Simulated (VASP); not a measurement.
Tc, 4 atoms in the cell. Symmetry: P6_3/mmc, No. 194, hexagonal system. The conventional cell has a = 2.693 Å, b = 2.693 Å, c = 8.621 Å, α = 90.00°, β = 90.00°, γ = 120.00°. Tc (site symmetry -3m) has 12 Tc at 2.66 to 2.69 Å within 3.5 Å. Tc (site symmetry -6m2) has 12 Tc at 2.66 to 2.69 Å within 3.5 Å. 

* Program: VASP 6.6.1
* Task: single point
* Functional: PBEsol
* Potentials or basis: VASP PAW PBE potentials, release 64 (Tc_pv)
* Cutoff: 520 eV
* k mesh: 10 × 10 × 3
* Occupations: fermi-dirac, width 0.1 eV
* Spin: no spin polarisation
* Dipole correction: no
* Further INCAR settings: ALGO = Normal; EDIFF = 1e-06; NBANDS = 34

Potentials or basis: VASP PAW PBE potentials, release 64 (Tc_pv).

The run is started by

```console
$ cat potpaw_PBE.64/Tc_pv/POTCAR > POTCAR
$ mpirun -np 1 vasp_std > vasp.out
```

Hardware: 1 thread of Intel(R) Xeon(R) Platinum 8259CL CPU @ 2.50GHz (Skylake/Cascade Lake), on a shared host.

Q: Estimate the wall time of this run.

A: Run time: 43 s on 1 thread of Intel(R) Xeon(R) Platinum 8259CL CPU @ 2.50GHz (Skylake/Cascade Lake) (shared host), peak memory 0.18 GiB. Counts: scf iterations 12, k points 28.
